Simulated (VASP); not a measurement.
Here is a VASP 6.6.1 calculation.

File INCAR:

```
PREC = Accurate ; ENCUT = 520
EDIFF = 1E-6 ; ISMEAR = 0
SIGMA = 0.1 ; LREAL = False
LASPH = True ; NELM = 60
ALGO = Normal ; ISIF = 2
LWAVE = False ; LCHARG = False
GGA = PE ; NBANDS = 46
```

The input KPOINTS:

```
regular mesh
0
Gamma
  2 2 2
```

The input POSCAR:

```
Mg2ZnS3
1.0
    0.0000000000      0.0000000000     -6.4341823743
    0.0000000000      6.9006872810      0.0000000000
    5.9776987887     -3.4503436405      0.0000000000
Mg Zn S
4 2 6
Direct
    0.4962597119      0.5035823208      0.6698497808
    0.4962597119      0.8337325400      0.3301502192
    0.9962597119      0.4964176792      0.3301502192
    0.9962597119      0.1662674600      0.6698497808
    0.4951611941      0.1633576023      0.0000000000
    0.9951611941      0.8366423977      0.0000000000
    0.6269676884      0.8441481959      0.0000000000
    0.6126758469      0.1668961334      0.6768805827
    0.6126758469      0.4900155507      0.3231194173
    0.1269676884      0.1558518041      0.0000000000
    0.1126758469      0.5099844493      0.6768805827
    0.1126758469      0.8331038666      0.3231194173
```

Potentials or basis: VASP PAW PBE potentials, release 64 (Mg, Zn, S).

Run with:

```console
$ cat potpaw_PBE.64/Mg/POTCAR potpaw_PBE.64/Zn/POTCAR potpaw_PBE.64/S/POTCAR > POTCAR
$ mpirun -np 1 vasp_std > vasp.out
```

Estimate the pressure.

-0.1 GPa.

Estimate the largest force.

0.022 eV/Å.

Forces on the atoms (eV/Å):
```
Mg  -0.003 -0.002 -0.004
Mg   0.003 -0.002 -0.004
Mg   0.003  0.002 -0.004
Mg  -0.003  0.002 -0.004
Zn   0.000  0.003  0.003
Zn   0.000 -0.003  0.003
S    0.000 -0.019  0.010
S   -0.019  0.011 -0.003
S    0.019  0.011 -0.003
S    0.000  0.019  0.010
S   -0.019 -0.011 -0.003
S    0.019 -0.011 -0.003
```

Caveat: the k points lie up to 0.53 Å⁻¹ apart.
